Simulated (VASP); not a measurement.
# TbHgB4 in VASP: further runs

Runs on TbHgB4. Level: PBE. Tasks: single point.

Program: VASP 6.6.1. These are calculated values, not measurements. Logs are shortened: lines on timing, memory, paths and dates and some standing lists are left out, and cuts for length are marked.

### Step 1. The cell of the first run

The typed cell holds 6 atoms: a = 3.210 Å, b = 3.210 Å, c = 8.142 Å, α = 90.00°, β = 90.00°, γ = 120.00°.

The cell was built from a structure type or drawn by symmetry, and may not be a known phase.

### Step 2. Single point, PBE

Input file INCAR:

```
PREC     = Accurate       # precision mode
ENCUT    = 500            # plane-wave cutoff, eV
EDIFF    = 1E-6           # SCF threshold, eV
ISMEAR   = 0              # smearing method
SIGMA    = 0.2            # smearing width, eV
LREAL    = False          # projectors in reciprocal space
LASPH    = True           # aspherical terms in the spheres
NELM     = 200            # most SCF steps
ALGO     = Normal         # electronic algorithm
ISIF     = 2              # what is computed and relaxed
LWAVE    = False          # write WAVECAR
LCHARG   = False          # write CHGCAR
GGA      = PE             # functional
NBANDS   = 26             # bands
GGA_COMPAT= False        
LMAXMIX  = 6              # l up to which the mixer works
```

Input file KPOINTS:

```
regular mesh
0
Gamma
  5 5 2
```

Input file POSCAR:

```
TbHgB4
1.0
    3.2103120595     -0.0000000026      0.0000000000
   -1.6051560275      2.7802117989      0.0000000000
    0.0000000000      0.0000000000      8.1418814396
Tb B Hg
1 4 1
Direct
    0.0000000000      0.0000000000      0.5000000000
    0.6666666667      0.3333333333      0.7362870656
    0.6666666667      0.3333333333      0.2634654131
    0.3333333333      0.6666666667      0.7365345869
    0.3333333333      0.6666666667      0.2637129344
    0.0000000000      0.0000000000      0.0000000000
```

Potentials or basis: VASP PAW PBE potentials, release 64 (Tb_3, B, Hg), 4f in core.

Launch:

```
> cat potpaw_PBE.64/Tb_3/POTCAR potpaw_PBE.64/B/POTCAR potpaw_PBE.64/Hg/POTCAR > POTCAR
> mpirun -np 1 vasp_std > vasp.out
```

OUTCAR:

```text
PREC = Accurate
   ENCUT = 500
   EDIFF = 1E-6
   ISMEAR = 0
   LREAL = False
   LASPH = True
   NELM = 200
   ISIF = 2
   GGA = PE

 ion  position               nearest neighbor table
   1  0.000  0.000  0.500-   2 2.67   5 2.67   5 2.67   2 2.67   2 2.67   5 2.67   4 2.67   3 2.67
                             3 2.67   4 2.67   4 2.67   3 2.67
   2  0.667  0.333  0.736-   4 1.85   4 1.85   4 1.85   1 2.67   1 2.67   1 2.67   6 2.84   6 2.84
                             6 2.84
   3  0.667  0.333  0.263-   5 1.85   5 1.85   5 1.85   1 2.67   1 2.67   1 2.67   6 2.83   6 2.83
                             6 2.83
   4  0.333  0.667  0.737-   2 1.85   2 1.85   2 1.85   1 2.67   1 2.67   1 2.67   6 2.83   6 2.83
                             6 2.83
   5  0.333  0.667  0.264-   3 1.85   3 1.85   3 1.85   1 2.67   1 2.67   1 2.67   6 2.84   6 2.84
                             6 2.84
   6  0.000  0.000  0.000-   3 2.83   4 2.83   4 2.83   3 2.83   3 2.83   4 2.83   2 2.84   5 2.84
                             5 2.84   2 2.84   2 2.84   5 2.84

  LATTYP: Found a hexagonal cell.
 ALAT       =     3.2103120595
 C/A-ratio  =     2.5361651106

  Lattice vectors:

 A1 = (   3.2103120595,  -0.0000000026,   0.0000000000)
 A2 = (  -1.6051560275,   2.7802117989,   0.0000000000)
 A3 = (   0.0000000000,   0.0000000000,   8.1418814396)

Analysis of symmetry for initial positions (statically):
=====================================================================
 Subroutine PRICEL returns:
 Original cell was already a primitive cell.

 Routine SETGRP: Setting up the symmetry group for a
 hexagonal supercell.

 Subroutine GETGRP returns: Found 12 space group operations
 (whereof 12 operations were pure point group operations)
 out of a pool of 24 trial point group operations.

The static configuration has the point symmetry D_3d.

Analysis of symmetry for dynamics (positions and initial velocities):
=====================================================================
 Subroutine PRICEL returns:
 Original cell was already a primitive cell.

 Routine SETGRP: Setting up the symmetry group for a
 hexagonal supercell.

 Subroutine GETGRP returns: Found 12 space group operations
 (whereof 12 operations were pure point group operations)
 out of a pool of 24 trial point group operations.

The dynamic configuration has the point symmetry D_3d.

 Subroutine INISYM returns: Found 12 space group operations
[... 90 lines left out ...]
   EDIFF  = 0.1E-05   stopping-criterion for ELM
   LREAL  =      F    real-space projection
   EDIFFG = 0.1E-04   stopping-criterion for IOM
   NSW    =      0    number of steps for IOM
   IBRION =     -1    ionic relax: 0-MD 1-quasi-New 2-CG
   NFREE  =      0    steps in history (QN), initial steepest desc. (CG)
   ISIF   =      2    stress and relaxation
   ISYM   =      2    0-nonsym 1-usesym 2-fastsym
   POTIM  = 0.5000    time-step for ionic-motion
   TEBEG  =    0.0;   TEEND  =   0.0 temperature during run
   PSTRESS=    0.0 pullay stress
   NELECT =      33.0000    total number of electrons
   NUPDOWN=      -1.0000    fix difference up-down
   EMIN   =  10.00;   EMAX   =-10.00  energy-range for DOS
   EFERMI =   0.00;   METHOD = LEGACY
   ISMEAR =     0;   SIGMA  =   0.20  broadening in eV -4-tet -1-fermi 0-gaus
   EFERMI_NEDOS =   21; number of points for ismear=-14 and -15
   IALGO  =     38    algorithm
   IMIX   =      4    mixing-type and parameters
     AMIX     =   0.40;   BMIX     =  1.00
     AMIX_MAG =   1.60;   BMIX_MAG =  1.00
  volume/ion in A,a.u.               =      12.11        81.73
  Fermi-wavevector in a.u.,A,eV,Ry     =   1.258335  2.377908 21.543550  1.583406
  Thomas-Fermi vector in A             =   2.391949
   LORBIT       =      0    0 simple, 1 ext, 2 COOP (PROOUT), +10 PAW based schemes
   GGA     = PE    functional components
   LHFCALC =     F    Hartree Fock is set to
   AEXX    =    0.0000 exact exchange contribution
   IVDW    =     0    specifies the selected vdW correction
   LEPSILON=     F    determine dielectric tensor
   LRPA    =     F    only Hartree local field effects (RPA)
 non-spin polarized calculation
 Gauss-broadening in eV      SIGMA  =   0.20
  energy-cutoff  :      500.00
  volume of cell :       72.67
 maximum number of plane-waves:      1860
 NGX is ok and might be reduce to    24
   NGX = 11   NGY = 11   NGZ = 29

 number of electron      32.9999999 magnetization

 Free energy of the ion-electron system (eV)
  ---------------------------------------------------
  ext. energy  EPLUGINS =         0.00000000
  ---------------------------------------------------
  free energy    TOTEN  =       -30.29413832 eV

  energy without entropy =      -30.25989518  energy(sigma->0) =      -30.27701675

 E-fermi :   4.9951     XC(G=0): -11.6836

 val. band max:        4.9462265444   @ k =   0.4000  -0.0000   0.5000
 cond. band min:       5.1758071226   @ k =   0.2000   0.2000   0.0000
 fundamental gap:      0.2295805782
 Fermi energy:         4.9951242915

 k-point     1 :       0.0000    0.0000    0.0000
  band No.  band energies     occupation
      1     -16.9524      2.00000
      2     -16.0253      2.00000
      3     -16.0253      2.00000
      4      -6.8326      2.00000
      5      -5.1706      2.00000
      6      -3.3172      2.00000
[... 279 lines left out ...]
     25      12.4463      0.00000
     26      12.6594      0.00000

------------------------ aborting loop because EDIFF is reached ----------------------------------------

  FORCE on cell =-STRESS in cart. coord.  units (eV):
  Direction    XX          YY          ZZ          XY          YZ          ZX
  --------------------------------------------------------------------------------------
  -------------------------------------------------------------------------------------
  Total        0.1262925      0.1262925      0.2317114     -0.0000000     -0.0000000      0.0000000
  in kB        2.7844430      2.7844430      5.1086735     -0.0000000     -0.0000000      0.0000000
  external PRESSURE =       3.5591865 kB  Pullay stress =       0.0000000 kB

 VOLUME and BASIS-vectors are now :
 -----------------------------------------------------------------------------
  energy-cutoff  :      500.00
  volume of cell :       72.67
      direct lattice vectors                 reciprocal lattice vectors
     3.210312060 -0.000000003  0.000000000     0.311496198  0.179842413  0.000000000
    -1.605156028  2.780211799  0.000000000     0.000000000  0.359684827  0.000000000
     0.000000000  0.000000000  8.141881440     0.000000000  0.000000000  0.122821734

 POSITION                                       TOTAL-FORCE (eV/Angst)
 -----------------------------------------------------------------------------------
      0.00000      0.00000      4.07094         0.000000      0.000000      0.000000
      1.60516      0.92674      5.99476        -0.000000      0.000000      0.008460
      1.60516      0.92674      2.14510        -0.000000     -0.000000      0.016186
      0.00000      1.85347      5.99678         0.000000      0.000000     -0.016186
      0.00000      1.85347      2.14712         0.000000      0.000000     -0.008460
      0.00000      0.00000      0.00000         0.000000      0.000000      0.000000
 -----------------------------------------------------------------------------------
    total drift:                                0.000000      0.000000      0.000000

  FREE ENERGIE OF THE ION-ELECTRON SYSTEM (eV)
  ---------------------------------------------------
  free  energy   TOTEN  =       -30.2941383250 eV

  energy  without entropy=      -30.2598951766  energy(sigma->0) =      -30.27701675
```

OSZICAR:

```text
N       E                     dE             d eps       ncg     rms          rms(c)
DAV:   1     0.162708010749E+03    0.16271E+03   -0.14886E+04   520   0.116E+03
DAV:   2    -0.272737868408E+02   -0.18998E+03   -0.17565E+03   542   0.304E+02
DAV:   3    -0.363662900981E+02   -0.90925E+01   -0.88435E+01   702   0.580E+01
DAV:   4    -0.365090214791E+02   -0.14273E+00   -0.14237E+00   610   0.689E+00
DAV:   5    -0.365109600330E+02   -0.19386E-02   -0.19371E-02   686   0.782E-01    0.381E+01
DAV:   6    -0.306885330711E+02    0.58224E+01   -0.11312E+01   690   0.410E+01    0.207E+01
DAV:   7    -0.303215388219E+02    0.36699E+00   -0.38532E+00   640   0.145E+01    0.120E+01
DAV:   8    -0.303206431397E+02    0.89568E-03   -0.53539E-01   634   0.432E+00    0.345E+00
DAV:   9    -0.302977571329E+02    0.22886E-01   -0.52416E-02   632   0.179E+00    0.108E+00
DAV:  10    -0.302941637766E+02    0.35934E-02   -0.17953E-02   668   0.803E-01    0.242E-01
DAV:  11    -0.302941341244E+02    0.29652E-04   -0.11486E-03   610   0.220E-01    0.139E-01
DAV:  12    -0.302941389996E+02   -0.48752E-05   -0.32472E-05   612   0.374E-02    0.193E-02
DAV:  13    -0.302941383250E+02    0.67465E-06   -0.37950E-06   616   0.159E-02
   1 F= -.30294138E+02 E0= -.30277017E+02  d E =-.342431E-01
```

stdout:

```text
POSCAR found type information on POSCAR TbB Hg
 POSCAR found :  3 types and       6 ions
 scaLAPACK will be used
 LDA part: xc-table for (Slater+PW92), standard interpolation
 POSCAR, INCAR and KPOINTS ok, starting setup
 FFT: planning ... GRIDC
 FFT: planning ... GRID_SOFT
 FFT: planning ... GRID
 WAVECAR not read
 entering main loop
```

Run time: 11 s. Hardware: 1 thread of AMD EPYC 9R45 (Zen 5), shared host; peak memory 0.16 GiB.

What came out:

* Free energy: -30.2941 eV
* Pressure: 0.4 GPa
* Largest force: 0.016 eV/Å
* Band gap on the k mesh: zero (an odd number of electrons rules out a gap without spin polarisation)

Forces in eV/Å, atoms in the order of the input:
```
Tb   0.000  0.000  0.000
B    0.000  0.000  0.008
B    0.000  0.000  0.016
B    0.000  0.000 -0.016
B    0.000  0.000 -0.008
Hg   0.000  0.000  0.000
```

Caveat: the k points lie up to 0.45 Å⁻¹ apart, too coarse for converged energies and pressures of a metal; spin-orbit coupling is left out, which moves the levels of the heavy elements; the 4f electrons are frozen in the core, so they carry no moment and show no levels. Spin polarisation is off, so any magnetic state and its effect on volume and gap are missing.

[end of part 1 of 2]
